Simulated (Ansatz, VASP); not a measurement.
Two plane-wave programs on MnO

The input INCAR:

```
SYSTEM = MnO
ALGO = Normal
EDIFF = 1E-6
ENCUT = 520
GGA = RP
ISIF = 2
ISMEAR = 0
ISPIN = 2
IVDW = 13
LASPH = .True.
LCHARG = .False.
LDAU = .True.
LDAUJ = 0 0
LDAUL = 2 -1
LDAUPRINT = 1
LDAUTYPE = 2
LDAUU = 3.9 0
LMAXMIX = 4
LORBIT = 11
LREAL = .False.
LWAVE = .False.
MAGMOM = 4.74 0.17
NBANDS = 20
NELM = 150
PREC = Accurate
SIGMA = 0.05
```

Contents of KPOINTS:

```
k-points
0
Gamma
  10 10 10
  0 0 0
```

The input POSCAR:

```
MnO
1.0
    0.0000000000      2.2441827338      2.2441827338
    2.2441827338      0.0000000000      2.2441827338
    2.2441827338      2.2441827338      0.0000000000
Mn O
1 1
Direct
    0.0000000000      0.0000000000      0.0000000000
    0.5000000000      0.5000000000      0.5000000000
```

Input for Ansatz:

```yaml
crystal:
  lattice:
    - [0.0, 2.2441827338, 2.2441827338]
    - [2.2441827338, 0.0, 2.2441827338]
    - [2.2441827338, 2.2441827338, 0.0]
  atoms:
    - { symbol: Mn, position: [0.0, 0.0, 0.0], spin: 4.76 }
    - { symbol: O, position: [0.5, 0.5, 0.5] }
basis:
  ecutwfc: 420
  ecutrho_ratio: 4
kpoints:
  mp_grid: { grid: [10, 10, 10] }
hamiltonian:
  xc: rpbe
  dispersion: d4
  hubbard:
    sites:
      - { species: Mn, l: d, u_eff: 3.9, starting_ns: start.occupation_matrices }
    ns_hold: { iters: 6 }
scf:
  occupations: { method: gaussian, width: 0.05 }
  lower_state_search: "off"
output:
  forces: true
  stress: true
  eigenvalues: true
  populations: true
  hubbard: { sites: [{ species: Mn, l: d }] }
magnetization:
  spin_polarized: true
```

Alike in both runs: task single point; functional RPBE; dispersion D4; k mesh 10 × 10 × 10; occupations gaussian, width 0.05 eV; collinear spin; Hubbard terms Mn d U = 3.9 eV.

|  | VASP | Ansatz |
| --- | --- | --- |
| version | VASP 6.6.1 | Ansatz 0.2.0 |
| potentials or method | VASP PAW PBE potentials, release 64 (Mn_pv, O), cutoff 520 eV | scalar-relativistic, plane waves, PAW |
| valence electrons in the cell | 19 | 21 |

|  | VASP | Ansatz | Ansatz less VASP |
| --- | --- | --- | --- |
| gap on the k mesh at the Fermi level (eV) | 0.20 | 0.10 | -0.099 |
| least direct gap on the mesh (eV) | 2.51 | 2.39 | -0.117 |
| pressure (GPa) | 1.4 | 2.8 | +1.47 |
| net moment per atom (μB) | 2.50 | 2.50 | 0.000 |
| size of the moment on the site where the two differ most (μB) | 4.64 | 4.31 | -0.326 |

VASP's potentials were made for PBE, not for RPBE. Site moments also hang on the region over which each program counts them. The programs project onto different local orbitals, so the same U acts differently, and such runs can settle in different states. VASP's potentials hold 19 valence electrons a cell and Ansatz's 21, so a difference there can come from the potentials and not from the codes. Ansatz's warnings: stability check not made.
